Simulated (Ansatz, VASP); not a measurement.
Two plane-wave programs on C

Contents of INCAR:

```
PREC = Accurate ; ENCUT = 520
EDIFF = 1E-7 ; ISMEAR = -1
SIGMA = 0.1 ; LREAL = False
LASPH = True ; NELM = 150
ALGO = Normal ; ISIF = 2
LWAVE = False ; LCHARG = False
MAGMOM = 0 0 0 ; LORBIT = 11
LSORBIT = True ; GGA_COMPAT = False
LORBMOM = True ; GGA = CA
NBANDS = 15
```

File KPOINTS:

```
Automatic mesh
0
Gamma
  18 18 18
```

Contents of POSCAR:

```
C
1.0
    1.7443222539      0.0000000000      0.0000000000
    0.0000000000      1.7443222539      0.0000000000
    0.0000000000      0.0000000000      1.7443222539
C
1
Direct
    0.0000000000      0.0000000000      0.0000000000
```

Input for Ansatz:

```yaml
crystal:
  lattice:
    - [1.7443222539, 0.0, 0.0]
    - [0.0, 1.7443222539, 0.0]
    - [0.0, 0.0, 1.7443222539]
  atoms:
    - { symbol: C, position: [0.0, 0.0, 0.0] }
hamiltonian:
  xc: lda
  pseudopotentials:
    kind: paw_fr
    azcp:
      C: "pseudopotentials/C.paw.azcp"
basis:
  ecutwfc: 420
  fft_grid_basis: typed
kpoints:
  mp_grid: { grid: [18, 18, 18], shift: [0, 0, 0] }
magnetization:
  noncollinear: true
  spin_orbit: true
scf:
  occupations: { method: fermi_dirac, width: 0.1 }
output:
  write_density: true
  write_potential: true
  elf: true
  volumetric_format: npy
```

Alike in both runs: task single point; functional LDA; k mesh 18 × 18 × 18; occupations fermi-dirac, width 0.1 eV; non-collinear spin, spin-orbit coupling.

|  | VASP | Ansatz |
| --- | --- | --- |
| version | VASP 6.6.1 | Ansatz 0.2.0 |
| potentials or method | VASP PAW LDA potentials, release 64 (C), cutoff 520 eV | plane waves (420 eV) with PAW, fully relativistic with spin-orbit coupling |
| valence electrons in the cell | 4 | 4 |

```tsv
	VASP	Ansatz	Ansatz less VASP
net moment per atom (μB)	0.00	0.00	0.000
```

Ansatz warns that its potentials were made for another functional, while VASP's fit it. LDA's correlation is that of Perdew and Zunger in VASP and of Perdew and Wang (1992) in Ansatz.
